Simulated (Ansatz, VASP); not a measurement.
One calculation of Al3BAs4, two programs

File INCAR:

```
  PREC = Accurate
  ENCUT = 600
  EDIFF = 1E-7
  ISMEAR = 0
  SIGMA = 0.1
  LREAL = F
  LASPH = T
  NELM = 80
  ALGO = Normal
  ISIF = 3
  LWAVE = F
  LCHARG = F
  GGA = PE
  IBRION = 2
  NSW = 80
  EDIFFG = -0.025
```

KPOINTS

```
Automatic mesh
0
Gamma
  4 4 2
```

File POSCAR:

```
Al3BAs4
1.0
    3.7683329471     -0.0632519224     -0.0029947773
   -0.0632519224      3.7831816489      0.0048450361
   -0.0087295808      0.0141229647     11.2413807978
Al B As
3 1 4
Direct
   -0.0062389283      0.0271279350      0.7460880875
    0.4866239564      0.5192674450     -0.0012303580
   -0.0288870963      0.9715393282      0.2568188462
    0.4955596150      0.4781889913      0.4936377978
    0.4842613296      0.0058809284      0.8635586480
    0.0238993018      0.5091757645      0.1276776802
    0.5020087220     -0.0193222021      0.3974378091
    0.0427730998      0.5081418096      0.6160114894
```

Input for Ansatz:

```yaml
crystal:
  lattice:
    - [3.7683329471, -0.0632519224, -0.0029947773]
    - [-0.0632519224, 3.7831816489, 0.0048450361]
    - [-0.0087295808, 0.0141229647, 11.2413807978]
  atoms:
    - { symbol: Al, position: [-0.0062389283, 0.027127935, 0.7460880875] }
    - { symbol: Al, position: [0.4866239564, 0.519267445, -0.001230358] }
    - { symbol: Al, position: [-0.0288870963, 0.9715393282, 0.2568188462] }
    - { symbol: B, position: [0.495559615, 0.4781889913, 0.4936377978] }
    - { symbol: As, position: [0.4842613296, 0.0058809284, 0.863558648] }
    - { symbol: As, position: [0.0238993018, 0.5091757645, 0.1276776802] }
    - { symbol: As, position: [0.502008722, -0.0193222021, 0.3974378091] }
    - { symbol: As, position: [0.0427730998, 0.5081418096, 0.6160114894] }
basis:
  ecutwfc: 420
kpoints:
  mp_grid: { grid: [4, 4, 2] }
hamiltonian:
  xc: pbe
scf:
  occupations: { method: gaussian, width: 0.1 }
  lower_state_search: "off"
output:
  forces: true
  stress: true
  eigenvalues: true
relax:
  adjacent_minimum: "off"
  f_tol: 0.025
  max_steps: 60
  cell: { stress_tol: 0.25 }
```

Change from the starting cell: cell x1, atoms moved at random (sigma 0.1 Å) and cell strained at random (1.5 %), then relaxed without symmetry.

Alike in both runs: task relaxation of cell and atoms; functional PBE; k mesh 4 × 4 × 2; occupations gaussian, width 0.1 eV; no spin polarisation.

```csv
,VASP,Ansatz
version,VASP 6.6.1,Ansatz 0.2.0
potentials or method,"VASP PAW PBE potentials, release 64 (Al, B, As), cutoff 600 eV","scalar-relativistic, plane waves, PAW"
valence electrons in the cell,32,72
```

```tsv
	VASP	Ansatz	Ansatz less VASP
gap on the k mesh at the Fermi level, each at its own relaxed structure (eV)	0.85	0.86	+0.010
relaxed volume (Å³/atom)	21.07	21.00	-0.074
relaxed cell length with the largest relative difference (Å)	3.886	3.881	-0.0054
```

VASP's potentials hold 32 valence electrons a cell and Ansatz's 72, so a difference there can come from the potentials and not from the codes.
